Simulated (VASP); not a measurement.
Write the native input for VASP 6.6.1 that does the following.

| Property | Result |
| --- | --- |
| Task | single point |
| Functional | PBEsol |
| Potentials or basis | VASP PAW PBE potentials, release 64 (P, Ir) |
| Cutoff | 520 eV |
| k mesh | 14 × 14 × 14 |
| Occupations | gaussian, width 0.1 eV |
| Spin | no spin polarisation |
| Dipole correction | no |
| Further INCAR settings | ALGO = Normal; EDIFF = 1e-06; NBANDS = 18 |

The structure of PIr2 lies in POSCAR:

```
PIr2
1.0
    0.0000000000      2.8205978123      2.8205978123
    2.8205978123      0.0000000000      2.8205978123
    2.8205978123      2.8205978123      0.0000000000
P Ir
1 2
Direct
    0.0000000000      0.0000000000      0.0000000000
    0.2500000000      0.2500000000      0.2500000000
    0.7500000000      0.7500000000      0.7500000000
```

This cell differs from its parent crystal: volume scaled by 1.06.

One way to write it, as run:

INCAR

```
PREC = Accurate ; ENCUT = 520
EDIFF = 1E-6 ; ISMEAR = 0
SIGMA = 0.1 ; LREAL = F
LASPH = T ; NELM = 80
ALGO = Normal ; ISIF = 2
LWAVE = F ; LCHARG = F
GGA = PS ; NBANDS = 18
```

KPOINTS

```
Automatic mesh
0
Gamma
  14 14 14
```

Potentials or basis: VASP PAW PBE potentials, release 64 (P, Ir).

Command:

```console
$ cat potpaw_PBE.64/P/POTCAR potpaw_PBE.64/Ir/POTCAR > POTCAR
$ mpirun -np 1 vasp_std > vasp.out
```

It gave:

```
Pressure : -14.5 GPa
```

Caveat: the PAW data sets were made with another functional, which shifts forces and pressure a little.

Run time: 36 s on 1 thread of Intel(R) Xeon(R) 6975P-C (Granite Rapids), on a shared host, peak memory 0.23 GiB.
